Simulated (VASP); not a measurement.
Here is a VASP 6.6.1 calculation.

File INCAR:

```
SYSTEM = SiO2
  PREC = Accurate
  ENCUT = 520
  EDIFF = 1E-7
  ISMEAR = 0
  SIGMA = 0.05
  LREAL = .False.
  LASPH = .True.
  NELM = 100
  ALGO = Normal
  ISIF = 2
  LWAVE = .False.
  LCHARG = .False.
  GGA = CA
  NBANDS = 34
```

The input KPOINTS:

```
Automatic mesh
0
Gamma
  6 6 4
  0 0 0
```

The input POSCAR:

```
SiO2
1.0
    4.8875374456      0.0000000000      0.0000000000
   -2.4437687228      4.2327315898      0.0000000000
    0.0000000000      0.0000000000      5.5248549769
Si O
3 6
Direct
    0.0000000000      0.5000000000      0.3333333333
    0.5000000000      0.5000000000      0.6666666667
    0.5000000000      0.0000000000      0.0000000000
    0.5843949018      0.7921974509      0.8333333333
    0.7921974509      0.5843949018      0.5000000000
    0.7921974509      0.2078025491      0.1666666667
    0.4156050982      0.2078025491      0.8333333333
    0.2078025491      0.4156050982      0.5000000000
    0.2078025491      0.7921974509      0.1666666667
```

Potentials or basis: VASP PAW LDA potentials, release 64 (Si, O).

Run with:

```console
$ cat potpaw_LDA.64/Si/POTCAR potpaw_LDA.64/O/POTCAR > POTCAR
$ mpirun -np 1 vasp_std > vasp.out
```

(1) Predict the pressure.

(2) Predict the band gap on the k mesh.

(3) What does it give for the largest force?

Results:

(1) 13.5 GPa.

(2) 5.70 eV, indirect (least direct gap 5.85 eV).

(3) 0.579 eV/Å.

Caveat: the cell differs from its parent crystal (strain -0.0300 x Voigt [1, 1, 0, 0, 0, 0]).
